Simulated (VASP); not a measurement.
# Rb (P6_3/mmc) in VASP: further runs, part 2 of 2

VASP 6.6.1. Earlier steps stand in the parts before.

### 3 Single point, PBEsol

File INCAR:

```
SYSTEM = Rb
  PREC = Accurate
  ENCUT = 520
  EDIFF = 1E-6
  ISMEAR = 0
  SIGMA = 0.1
  LREAL = .False.
  LASPH = .True.
  NELM = 80
  ALGO = Fast
  ISIF = 2
  LWAVE = .False.
  LCHARG = .True.
  GGA = PS
  LELF = .True.
  LVHAR = .True.
  NBANDS = 16
```

File KPOINTS:

```
Automatic mesh
0
Gamma
  12 12 6
  0 0 0
```

File POSCAR:

```
Rb
1.0
    4.9706631486      0.0000000000      0.0000000000
   -2.4853315743      4.3047205603      0.0000000000
    0.0000000000      0.0000000000      8.0968549206
Rb
2
Direct
    0.3333333333      0.6666666667      0.2500000000
    0.6666666667      0.3333333333      0.7500000000
```

Potentials or basis: VASP PAW PBE potentials, release 64 (Rb_sv).

The run is started by

```
> cat potpaw_PBE.64/Rb_sv/POTCAR > POTCAR
> mpirun -np 1 vasp_std > vasp.out
```

OUTCAR:

```text
SYSTEM = Rb
   PREC = Accurate
   ENCUT = 520
   EDIFF = 1E-6
   ISMEAR = 0
   LREAL = .False.
   LASPH = .True.
   NELM = 80
   ISIF = 2
   GGA = PS

 ion  position               nearest neighbor table
   1  0.333  0.667  0.250-   2 4.96   2 4.96   2 4.96   2 4.96   2 4.96   2 4.96
   2  0.667  0.333  0.750-   1 4.96   1 4.96   1 4.96   1 4.96   1 4.96   1 4.96

  LATTYP: Found a hexagonal cell.
 ALAT       =     4.9706631486
 C/A-ratio  =     1.6289285109

  Lattice vectors:

 A1 = (   4.9706631486,   0.0000000000,   0.0000000000)
 A2 = (  -2.4853315743,   4.3047205603,   0.0000000000)
 A3 = (   0.0000000000,   0.0000000000,   8.0968549206)

Analysis of symmetry for initial positions (statically):
=====================================================================
 Subroutine PRICEL returns:
 Original cell was already a primitive cell.

 Routine SETGRP: Setting up the symmetry group for a
 hexagonal supercell.

 Subroutine GETGRP returns: Found 24 space group operations
 (whereof 12 operations were pure point group operations)
 out of a pool of 24 trial point group operations.

The static configuration has the point symmetry D_3d.
 The point group associated with its full space group is D_6h.

Analysis of symmetry for dynamics (positions and initial velocities):
=====================================================================
 Subroutine PRICEL returns:
 Original cell was already a primitive cell.

 Routine SETGRP: Setting up the symmetry group for a
 hexagonal supercell.

 Subroutine GETGRP returns: Found 24 space group operations
 (whereof 12 operations were pure point group operations)
 out of a pool of 24 trial point group operations.

The dynamic configuration has the point symmetry D_3d.
 The point group associated with its full space group is D_6h.

 Subroutine INISYM returns: Found 24 space group operations
 (whereof 12 operations are pure point group operations),
 and found     1 'primitive' translations

----------------------------------------------------------------------------------------

                                     Primitive cell

  volume of cell :     173.2510

  direct lattice vectors                    reciprocal lattice vectors
     4.970663149  0.000000000  0.000000000     0.201180400  0.116151558  0.000000000
    -2.485331574  4.304720560  0.000000000     0.000000000  0.232303116  0.000000000
     0.000000000  0.000000000  8.096854921     0.000000000  0.000000000  0.123504745

  length of vectors
     4.970663149  4.970663149  8.096854921     0.232303116  0.232303116  0.123504745

  position of ions in fractional coordinates (direct lattice)
     0.333333333  0.666666667  0.250000000
     0.666666667  0.333333333  0.750000000

  ion indices of the primitive-cell ions
   primitive index   ion index
                 1           1
                 2           2

----------------------------------------------------------------------------------------

 KPOINTS: Automatic mesh

Automatic generation of k-mesh.
 Grid dimensions read from file:
 generate k-points for:   12   12    6

 Generating k-lattice:

  Cartesian coordinates                     Fractional coordinates (reciprocal lattice)
     0.016765033  0.009679297  0.000000000     0.083333333 -0.000000000  0.000000000
     0.000000000  0.019358593  0.000000000     0.000000000  0.083333333  0.000000000
     0.000000000  0.000000000  0.020584124     0.000000000  0.000000000  0.166666667

  Length of vectors
     0.019358593  0.019358593  0.020584124

  Shift w.r.t. Gamma in fractional coordinates (k-lattice)
     0.000000000  0.000000000  0.000000000

 Subroutine IBZKPT returns following result:
 ===========================================

 Found     76 irreducible k-points:

 Following reciprocal coordinates:
            Coordinates               Weight
  0.000000  0.000000  0.000000      1.000000
  0.083333  0.000000  0.000000      6.000000
  0.166667 -0.000000  0.000000      6.000000
  0.250000 -0.000000  0.000000      6.000000
  0.333333  0.000000  0.000000      6.000000
  0.416667  0.000000  0.000000      6.000000
[... 16 lines left out ...]
  0.250000 -0.000000  0.166667     12.000000
  0.333333  0.000000  0.166667     12.000000
 [... further k-points ...]
   k-points           NKPTS =     76   k-points in BZ     NKDIM =     76   number of bands    NBANDS=     16
   number of dos      NEDOS =    301   number of ions     NIONS =      2
   total plane-waves  NPLWV =  96000
   dimension x,y,z NGX =    40 NGY =   40 NGZ =   60
   dimension x,y,z NGXF=    80 NGYF=   80 NGZF=  120
   ions per type =               2
   NGX,Y,Z   is equivalent  to a cutoff of  13.38, 13.38, 12.32 a.u.
   NGXF,Y,Z  is equivalent  to a cutoff of  26.76, 26.76, 24.64 a.u.
 SYSTEM =  Rb
   PREC   = accura    normal or accurate (medium, high low for compatibility)
   ISTART =      0    job   : 0-new  1-cont  2-samecut
   ICHARG =      2    charge: 1-file 2-atom 10-const
   ISPIN  =      1    spin polarized calculation?
   LNONCOLLINEAR =      F non collinear calculations
   LSORBIT =      F    spin-orbit coupling
   LASPH  =      T    aspherical Exc in radial PAW
   ENCUT  =  520.0 eV  38.22 Ry    6.18 a.u.   9.24  9.24 15.05*2*pi/ulx,y,z
   NELM   =     80;   NELMIN=  2; NELMDL= -5     # of ELM steps
   EDIFF  = 0.1E-05   stopping-criterion for ELM
   LREAL  =      F    real-space projection
   EDIFFG = 0.1E-04   stopping-criterion for IOM
   NSW    =      0    number of steps for IOM
   IBRION =     -1    ionic relax: 0-MD 1-quasi-New 2-CG
   NFREE  =      0    steps in history (QN), initial steepest desc. (CG)
   ISIF   =      2    stress and relaxation
   ISYM   =      2    0-nonsym 1-usesym 2-fastsym
   POTIM  = 0.5000    time-step for ionic-motion
   TEBEG  =    0.0;   TEEND  =   0.0 temperature during run
   PSTRESS=    0.0 pullay stress
   NELECT =      18.0000    total number of electrons
   NUPDOWN=      -1.0000    fix difference up-down
   EMIN   =  10.00;   EMAX   =-10.00  energy-range for DOS
   EFERMI =   0.00;   METHOD = LEGACY
   ISMEAR =     0;   SIGMA  =   0.10  broadening in eV -4-tet -1-fermi 0-gaus
   EFERMI_NEDOS =   21; number of points for ismear=-14 and -15
   IALGO  =     68    algorithm
   IMIX   =      4    mixing-type and parameters
     AMIX     =   0.40;   BMIX     =  1.00
     AMIX_MAG =   1.60;   BMIX_MAG =  1.00
  volume/ion in A,a.u.               =      86.63       584.58
  Fermi-wavevector in a.u.,A,eV,Ry     =   0.769615  1.454362  8.058839  0.592308
  Thomas-Fermi vector in A             =   1.870642
   LORBIT       =      0    0 simple, 1 ext, 2 COOP (PROOUT), +10 PAW based schemes
   GGA     = PS    functional components
   LHFCALC =     F    Hartree Fock is set to
   AEXX    =    0.0000 exact exchange contribution
   IVDW    =     0    specifies the selected vdW correction
   LEPSILON=     F    determine dielectric tensor
   LRPA    =     F    only Hartree local field effects (RPA)
 non-spin polarized calculation
 RMM-DIIS sequential band-by-band and
 Gauss-broadening in eV      SIGMA  =   0.10
  energy-cutoff  :      520.00
  volume of cell :      173.25
 maximum number of plane-waves:      4684
 NGX is ok and might be reduce to    40
   NGX = 19   NGY = 19   NGZ = 31

 number of electron      18.0000000 magnetization

 Free energy of the ion-electron system (eV)
  ---------------------------------------------------
  ext. energy  EPLUGINS =         0.00000000
  ---------------------------------------------------
  free energy    TOTEN  =        -2.05645471 eV

  energy without entropy =       -2.04755059  energy(sigma->0) =       -2.05200265

 E-fermi :   0.0367     XC(G=0):  -5.6441

 val. band max:        0.0213945701   @ k =   0.1667  -0.0000   0.1667
 cond. band min:       0.0392095200   @ k =   0.3333   0.1667   0.3333
 fundamental gap:      0.0178149500
 Fermi energy:         0.0367334211

 k-point     1 :       0.0000    0.0000    0.0000
  band No.  band energies     occupation
      1     -28.7682      2.00000
      2     -28.7633      2.00000
      3     -12.9246      2.00000
      4     -12.8271      2.00000
      5     -12.8271      2.00000
      6     -12.8114      2.00000
[... 8 lines left out ...]
     15       3.9877      0.00000
     16       3.9883      0.00000
[... 419 lines left out ...]
 k-point    24 :       0.3333    0.0000    0.1667
  band No.  band energies     occupation
      1     -28.7646      2.00000
      2     -28.7621      2.00000
      3     -12.9021      2.00000
      4     -12.8823      2.00000
      5     -12.8733      2.00000
      6     -12.8449      2.00000
[... 8 lines left out ...]
     15       3.6747      0.00000
     16       4.2857      0.00000

 [... further k-points ...]
[... 5 lines left out ...]
  --------------------------------------------------------------------------------------
  -------------------------------------------------------------------------------------
  Total        0.0029698      0.0029698     -0.0011940      0.0000000     -0.0000000      0.0000000
  in kB        0.0274637      0.0274637     -0.0110415      0.0000000     -0.0000000      0.0000000
  external PRESSURE =       0.0146286 kB  Pullay stress =       0.0000000 kB

 VOLUME and BASIS-vectors are now :
 -----------------------------------------------------------------------------
  energy-cutoff  :      520.00
  volume of cell :      173.25
      direct lattice vectors                 reciprocal lattice vectors
     4.970663149  0.000000000  0.000000000     0.201180400  0.116151558  0.000000000
    -2.485331574  4.304720560  0.000000000     0.000000000  0.232303116  0.000000000
     0.000000000  0.000000000  8.096854921     0.000000000  0.000000000  0.123504745

 POSITION                                       TOTAL-FORCE (eV/Angst)
 -----------------------------------------------------------------------------------
     -0.00000      2.86981      2.02421        -0.000000     -0.000000      0.000000
      2.48533      1.43491      6.07264         0.000000      0.000000     -0.000000
 -----------------------------------------------------------------------------------
    total drift:                               -0.000000      0.000000     -0.000000

  FREE ENERGIE OF THE ION-ELECTRON SYSTEM (eV)
  ---------------------------------------------------
  free  energy   TOTEN  =        -2.0564547150 eV

  energy  without entropy=       -2.0475505879  energy(sigma->0) =       -2.05200265
```

Run time: 3.3 min. Hardware: 1 thread of Intel Xeon Platinum 8259CL at 2.50GHz (Skylake/Cascade Lake), shared host; peak memory 0.39 GiB.

Results:

* Free energy: -2.0565 eV
* Pressure: 0.0 GPa
* Band gap on the k mesh: zero (band 9 reaches 1.12 eV, above the bottom of band 10 at -1.29 eV)

Levels at points of the mesh, in eV from the Fermi level:
```tsv
k point	band 5	band 6	band 7	band 8	band 9	band 10	band 11	band 12	band 13	band 14
(0.00, 0.00, 0.00)	-12.86	-12.85	-12.85	-12.85	-2.02	0.14	0.71	3.53	3.53	3.62
(0.50, 0.00, 0.00)	-12.91	-12.89	-12.87	-12.86	0.05	0.34	1.31	1.57	2.13	2.56
(0.00, 0.00, 0.50)	-12.86	-12.86	-12.86	-12.86	-1.32	-1.32	2.37	2.37	3.56	3.56
(0.50, 0.00, 0.50)	-12.88	-12.88	-12.88	-12.88	0.41	0.41	0.96	0.96	2.56	2.56
```

Caveat: the PAW data sets were made with another functional, which shifts forces and pressure a little.

### 4 Single point, PBEsol (strained)

File INCAR:

```
PREC     = Accurate       # precision mode
ENCUT    = 520            # plane-wave cutoff, eV
EDIFF    = 1E-7           # SCF threshold, eV
ISMEAR   = 0              # smearing method
SIGMA    = 0.1            # smearing width, eV
LREAL    = False          # projectors in reciprocal space
LASPH    = True           # aspherical terms in the spheres
NELM     = 60             # most SCF steps
ALGO     = Fast           # electronic algorithm
ISIF     = 2              # what is computed and relaxed
LWAVE    = False          # write WAVECAR
LCHARG   = False          # write CHGCAR
GGA      = PS             # functional
NBANDS   = 16             # bands
```

File KPOINTS:

```
Automatic mesh
0
Gamma
  9 9 6
```

File POSCAR:

```
Rb
1.0
    5.0998080879      0.0000000000      0.0000000000
   -2.5499040440      4.4165633585      0.0000000000
    0.0000000000      0.0000000000      8.2080441328
Rb
2
Direct
    0.3333333300      0.6666666700      0.2500000000
    0.6666666700      0.3333333300      0.7500000000
```

The run is started by

```
> cat potpaw_PBE.64/Rb_sv/POTCAR > POTCAR
> mpirun -np 1 vasp_std > vasp.out
```

Run time: 80 s. Hardware: 1 thread of Intel Xeon 6975P-C (Granite Rapids), shared host; peak memory 0.35 GiB.

Results (log left out):

```yaml
Free_energy: -2.0474 eV
Pressure: -0.2 GPa
Band_gap_on_the_k_mesh: zero (band 9 reaches 0.96 eV, above the bottom of band 10 at -1.37 eV)
```

Stress tensor (GPa, compression positive):
```
-0.21  0.00  0.00
 0.00 -0.21  0.00
 0.00  0.00 -0.10
```

Levels at points of the mesh, in eV from the Fermi level:
```tsv
k point	band 6	band 7	band 8	band 9	band 10	band 11	band 12	band 13
(0.00, 0.00, 0.00)	-12.92	-12.92	-12.92	-1.97	0.16	0.68	3.42	3.42
(0.00, 0.00, 0.50)	-12.93	-12.93	-12.93	-1.29	-1.29	2.34	2.34	3.45
```

Caveat: the cell differs from its parent crystal (strained); the PAW data sets were made with another functional, which shifts forces and pressure a little.

### 5 Overview

```tsv
cell	k mesh	gap on the mesh (eV)	pressure (GPa)
a = 4.938, b = 4.938, c = 8.208 Å, angles 90.0, 90.0, 120.0°, 2 atoms	9 × 9 × 6	none	0.0
a = 4.971, b = 4.971, c = 8.097 Å, angles 90.0, 90.0, 120.0°, 2 atoms	12 × 12 × 6	none	0.0
a = 5.100, b = 5.100, c = 8.208 Å, angles 90.0, 90.0, 120.0°, 2 atoms	9 × 9 × 6	none	-0.2
```

Alike in all rows: task single point; level PBEsol; potentials or basis VASP PAW PBE potentials, release 64 (Rb_sv); no spin polarisation; cutoff (eV) 520; smearing gaussian 0.1 eV.

Caveats: the PAW data sets were made with another functional, which shifts forces and pressure a little.

Total energies depend on the potentials used, so only differences within one code and one set of settings carry meaning.
